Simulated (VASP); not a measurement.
# Ir (I4/mmm) in VASP: single point with PBEsol

Aim: the single point of Ir with PBEsol.

Everything below comes from runs of VASP 6.6.1. Logs are shortened: lines on timing, memory, paths and dates and some standing lists are left out, and cuts for length are marked.

### Step 1. The cell of the first run

Symmetry: I4/mmm, No. 139, tetragonal system. The conventional cell has a = 2.715 Å, b = 2.715 Å, c = 3.983 Å, α = 90.00°, β = 90.00°, γ = 90.00°. Within 3.6 Å of Ir (site symmetry 4/mmm) lie 12 Ir at 2.71 to 2.77 Å.

### Step 2. Single point, PBEsol (strain +0.0375 x Voigt [0, 0, 1, 0, 0, 0])

INCAR

```
PREC = Accurate ; ENCUT = 520
EDIFF = 1E-6 ; ISMEAR = 0
SIGMA = 0.15 ; LREAL = False
LASPH = True ; NELM = 80
ALGO = Normal ; ISIF = 2
LWAVE = False ; LCHARG = True
GGA = PS ; LELF = True
LVHAR = True ; NBANDS = 10
```

KPOINTS

```
Automatic mesh
0
Gamma
  22 22 22
```

POSCAR

```
Ir
1.0
    0.0000000000      1.9197000000      1.9916887500
    1.9197000000      0.0000000000      1.9916887500
    1.9197000000      1.9197000000      0.0000000000
Ir
1
Direct
    0.0000000000      0.0000000000      0.0000000000
```

Potentials or basis: VASP PAW PBE potentials, release 64 (Ir).

Started as:

```
$ cat potpaw_PBE.64/Ir/POTCAR > POTCAR
$ mpirun -np 1 vasp_std > vasp.out
```

OUTCAR:

```text
PREC = Accurate
   ENCUT = 520
   EDIFF = 1E-6
   ISMEAR = 0
   LREAL = False
   LASPH = True
   NELM = 80
   ISIF = 2
   GGA = PS

 ion  position               nearest neighbor table
   1  0.000  0.000  0.000-

  LATTYP: Found a body centered tetragonal cell.
 ALAT       =     2.7148657757
 C/A-ratio  =     1.4672465710

  Lattice vectors:

 A1 = (  -1.9197000000,   0.0000000000,   1.9916887500)
 A2 = (   1.9197000000,   0.0000000000,   1.9916887500)
 A3 = (   0.0000000000,   1.9197000000,  -1.9916887500)

Analysis of symmetry for initial positions (statically):
=====================================================================
 Subroutine PRICEL returns:
 Original cell was already a primitive cell.

 Routine SETGRP: Setting up the symmetry group for a
 body centered tetragonal supercell.

 Subroutine GETGRP returns: Found 16 space group operations
 (whereof 16 operations were pure point group operations)
 out of a pool of 16 trial point group operations.

The static configuration has the point symmetry D_4h.

Analysis of symmetry for dynamics (positions and initial velocities):
=====================================================================
 Subroutine PRICEL returns:
 Original cell was already a primitive cell.

 Routine SETGRP: Setting up the symmetry group for a
 body centered tetragonal supercell.

 Subroutine GETGRP returns: Found 16 space group operations
 (whereof 16 operations were pure point group operations)
 out of a pool of 16 trial point group operations.

The dynamic configuration has the point symmetry D_4h.

 Subroutine INISYM returns: Found 16 space group operations
 (whereof 16 operations are pure point group operations),
 and found     1 'primitive' translations

----------------------------------------------------------------------------------------

                                     Primitive cell

  volume of cell :      14.6797

  direct lattice vectors                    reciprocal lattice vectors
     0.000000000  1.919700000  1.991688750    -0.260457363  0.260457363  0.251043242
     1.919700000  0.000000000  1.991688750     0.260457363 -0.260457363  0.251043242
     1.919700000  1.919700000  0.000000000     0.260457363  0.260457363 -0.251043242

  length of vectors
     2.766237909  2.766237909  2.714865776     0.445756419  0.445756419  0.445756419

  position of ions in fractional coordinates (direct lattice)
     0.000000000  0.000000000  0.000000000

  ion indices of the primitive-cell ions
   primitive index   ion index
                 1           1

----------------------------------------------------------------------------------------

 KPOINTS: Automatic mesh

Automatic generation of k-mesh.
 Grid dimensions read from file:
 generate k-points for:   22   22   22

 Generating k-lattice:

  Cartesian coordinates                     Fractional coordinates (reciprocal lattice)
    -0.011838971  0.011838971  0.011411056     0.045454545 -0.000000000  0.000000000
     0.011838971 -0.011838971  0.011411056    -0.000000000  0.045454545  0.000000000
     0.011838971  0.011838971 -0.011411056     0.000000000  0.000000000  0.045454545

  Length of vectors
     0.020261655  0.020261655  0.020261655

  Shift w.r.t. Gamma in fractional coordinates (k-lattice)
     0.000000000  0.000000000  0.000000000

 Subroutine IBZKPT returns following result:
 ===========================================

 Found    834 irreducible k-points:

 Following reciprocal coordinates:
            Coordinates               Weight
  0.000000  0.000000  0.000000      1.000000
  0.045455  0.000000  0.000000      8.000000
  0.090909  0.000000  0.000000      8.000000
  0.136364  0.000000  0.000000      8.000000
  0.181818  0.000000  0.000000      8.000000
  0.227273 -0.000000  0.000000      8.000000
[... 16 lines left out ...]
  0.500000  0.045455  0.000000      8.000000
 -0.454545  0.045455  0.000000      8.000000
 [... further k-points ...]
   k-points           NKPTS =    834   k-points in BZ     NKDIM =    834   number of bands    NBANDS=     10
   number of dos      NEDOS =    301   number of ions     NIONS =      1
   total plane-waves  NPLWV =  11520
   dimension x,y,z NGX =    24 NGY =   24 NGZ =   20
   dimension x,y,z NGXF=    48 NGYF=   48 NGZF=   40
   ions per type =               1
   NGX,Y,Z   is equivalent  to a cutoff of  14.42, 14.42, 12.25 a.u.
   NGXF,Y,Z  is equivalent  to a cutoff of  28.85, 28.85, 24.49 a.u.
 SYSTEM =  unknown system
   PREC   = accura    normal or accurate (medium, high low for compatibility)
   ISTART =      0    job   : 0-new  1-cont  2-samecut
   ICHARG =      2    charge: 1-file 2-atom 10-const
   ISPIN  =      1    spin polarized calculation?
   LNONCOLLINEAR =      F non collinear calculations
   LSORBIT =      F    spin-orbit coupling
   LASPH  =      T    aspherical Exc in radial PAW
   ENCUT  =  520.0 eV  38.22 Ry    6.18 a.u.   5.14  5.14  5.05*2*pi/ulx,y,z
   NELM   =     80;   NELMIN=  2; NELMDL= -5     # of ELM steps
   EDIFF  = 0.1E-05   stopping-criterion for ELM
   LREAL  =      F    real-space projection
   EDIFFG = 0.1E-04   stopping-criterion for IOM
   NSW    =      0    number of steps for IOM
   IBRION =     -1    ionic relax: 0-MD 1-quasi-New 2-CG
   NFREE  =      0    steps in history (QN), initial steepest desc. (CG)
   ISIF   =      2    stress and relaxation
   ISYM   =      2    0-nonsym 1-usesym 2-fastsym
   POTIM  = 0.5000    time-step for ionic-motion
   TEBEG  =    0.0;   TEEND  =   0.0 temperature during run
   PSTRESS=    0.0 pullay stress
   NELECT =       9.0000    total number of electrons
   NUPDOWN=      -1.0000    fix difference up-down
   EMIN   =  10.00;   EMAX   =-10.00  energy-range for DOS
   EFERMI =   0.00;   METHOD = LEGACY
   ISMEAR =     0;   SIGMA  =   0.15  broadening in eV -4-tet -1-fermi 0-gaus
   EFERMI_NEDOS =   21; number of points for ismear=-14 and -15
   IALGO  =     38    algorithm
   IMIX   =      4    mixing-type and parameters
     AMIX     =   0.40;   BMIX     =  1.00
     AMIX_MAG =   1.60;   BMIX_MAG =  1.00
  volume/ion in A,a.u.               =      14.68        99.06
  Fermi-wavevector in a.u.,A,eV,Ry     =   1.390752  2.628140 26.316257  1.934190
  Thomas-Fermi vector in A             =   2.514657
   LORBIT       =      0    0 simple, 1 ext, 2 COOP (PROOUT), +10 PAW based schemes
   GGA     = PS    functional components
   LHFCALC =     F    Hartree Fock is set to
   AEXX    =    0.0000 exact exchange contribution
   IVDW    =     0    specifies the selected vdW correction
   LEPSILON=     F    determine dielectric tensor
   LRPA    =     F    only Hartree local field effects (RPA)
 non-spin polarized calculation
 Gauss-broadening in eV      SIGMA  =   0.15
  energy-cutoff  :      520.00
  volume of cell :       14.68
 maximum number of plane-waves:       404
 NGX is ok and might be reduce to    24
   NGX = 11   NGY = 11   NGZ = 11

 number of electron       9.0000000 magnetization

 Free energy of the ion-electron system (eV)
  ---------------------------------------------------
  ext. energy  EPLUGINS =         0.00000000
  ---------------------------------------------------
  free energy    TOTEN  =        -9.78041060 eV

  energy without entropy =       -9.76760294  energy(sigma->0) =       -9.77400677

 E-fermi :   9.5841     XC(G=0): -13.8851

 val. band max:        9.5837718328   @ k =   0.3636   0.1818   0.0000
 cond. band min:       9.5846801366   @ k =  -0.3636   0.0000   0.2727
 fundamental gap:      0.0009083038
 Fermi energy:         9.5841046634

 k-point     1 :       0.0000    0.0000    0.0000
  band No.  band energies     occupation
      1      -1.1792      2.00000
      2       5.6206      2.00000
      3       6.0924      2.00000
      4       6.0924      2.00000
      5       8.1665      2.00000
      6       8.7880      2.00000
      7      24.0238      0.00000
      8      28.6429      0.00000
      9      29.7233      0.00000
     10      29.7233      0.00000

 k-point     2 :       0.0455    0.0000    0.0000
  band No.  band energies     occupation
      1      -1.0903      2.00000
      2       5.6331      2.00000
      3       6.0708      2.00000
      4       6.1310      2.00000
      5       8.1477      2.00000
      6       8.7578      2.00000
      7      24.1754      0.00000
      8      28.5237      0.00000
      9      29.4542      0.00000
     10      29.8690      0.00000

 k-point     3 :       0.0909    0.0000    0.0000
  band No.  band energies     occupation
      1      -0.8292      2.00000
      2       5.6276      2.00000
      3       6.0512      2.00000
      4       6.2385      2.00000
      5       8.1059      2.00000
      6       8.6789      2.00000
      7      24.6048      0.00000
      8      27.6778      0.00000
      9      29.5893      0.00000
     10      30.2958      0.00000

 k-point     4 :       0.1364    0.0000    0.0000
  band No.  band energies     occupation
      1      -0.4146      2.00000
      2       5.5361      2.00000
      3       6.1030      2.00000
      4       6.3880      2.00000
      5       8.0869      2.00000
      6       8.5895      2.00000
      7      25.2235      0.00000
      8      26.4649      0.00000
      9      30.2000      0.00000
     10      30.9732      0.00000
[... 222 lines left out ...]
 k-point    22 :       0.4545    0.0455    0.0000
  band No.  band energies     occupation
      1       1.9318      2.00000
      2       5.5703      2.00000
      3       6.2064      2.00000
      4       8.0207      2.00000
      5      10.2839      0.00000
      6      10.5683      0.00000
      7      17.2684      0.00000
      8      23.8022      0.00000
      9      29.2449      0.00000
     10      29.4321      0.00000

 k-point    23 :       0.5000    0.0455    0.0000
  band No.  band energies     occupation
      1       1.9327      2.00000
      2       5.5403      2.00000
      3       6.1509      2.00000
      4       8.4951      2.00000
      5      10.3399      0.00000
      6      10.9388      0.00000
      7      16.5054      0.00000
      8      23.6202      0.00000
      9      28.6674      0.00000
     10      29.3019      0.00000

 k-point    24 :      -0.4545    0.0455    0.0000
  band No.  band energies     occupation
      1       1.9345      2.00000
      2       5.5640      2.00000
      3       6.1475      2.00000
      4       8.3941      2.00000
      5      10.2215      0.00000
      6      11.0016      0.00000
      7      16.6404      0.00000
      8      23.6555      0.00000
      9      28.5174      0.00000
     10      29.5808      0.00000

 [... further k-points ...]

------------------------ aborting loop because EDIFF is reached ----------------------------------------

  FORCE on cell =-STRESS in cart. coord.  units (eV):
  Direction    XX          YY          ZZ          XY          YZ          ZX
  --------------------------------------------------------------------------------------
  -------------------------------------------------------------------------------------
  Total       -0.9051119     -0.9051119     -2.0586225      0.0000000     -0.0000000      0.0000000
  in kB      -98.7858273    -98.7858273   -224.6824192      0.0000000     -0.0000000      0.0000000
  external PRESSURE =    -140.7513580 kB  Pullay stress =       0.0000000 kB

 VOLUME and BASIS-vectors are now :
 -----------------------------------------------------------------------------
  energy-cutoff  :      520.00
  volume of cell :       14.68
      direct lattice vectors                 reciprocal lattice vectors
     0.000000000  1.919700000  1.991688750    -0.260457363  0.260457363  0.251043242
     1.919700000  0.000000000  1.991688750     0.260457363 -0.260457363  0.251043242
     1.919700000  1.919700000  0.000000000     0.260457363  0.260457363 -0.251043242

 POSITION                                       TOTAL-FORCE (eV/Angst)
 -----------------------------------------------------------------------------------
      0.00000      0.00000      0.00000        -0.000000      0.000000      0.000000
 -----------------------------------------------------------------------------------
    total drift:                               -0.000000      0.000000     -0.000000

  FREE ENERGIE OF THE ION-ELECTRON SYSTEM (eV)
  ---------------------------------------------------
  free  energy   TOTEN  =        -9.7804106029 eV

  energy  without entropy=       -9.7676029353  energy(sigma->0) =       -9.77400677
```

Wall time 2.3 min (1 thread of Intel Xeon 8259CL, shared host); peak memory 0.25 GiB.

What came out:

```yaml
Free_energy: -9.7804 eV
Pressure: -14.1 GPa
Band_gap_on_the_k_mesh: zero (an odd number of electrons rules out a gap without spin polarisation)
```

Levels at points of the mesh, in eV from the Fermi level:
```csv
k point,band 2,band 3,band 4,band 5,band 6,band 7
"(0.00, 0.00, 0.00)",-3.96,-3.49,-3.49,-1.42,-0.80,14.44
"(0.50, 0.00, 0.00)",-3.98,-3.50,-0.69,0.75,0.99,6.90
"(0.50, 0.50, 0.00)",-6.92,0.89,1.20,1.38,1.38,9.35
"(0.50, 0.00, 0.50)",-6.94,0.81,1.18,1.65,1.94,10.33
```

Caveat: the cell differs from its parent crystal (strain +0.0375 x Voigt [0, 0, 1, 0, 0, 0]); the cell stands under tension; the PAW data sets were made with another functional, which shifts forces and pressure a little; spin-orbit coupling is left out, which moves the levels of the heavy elements.
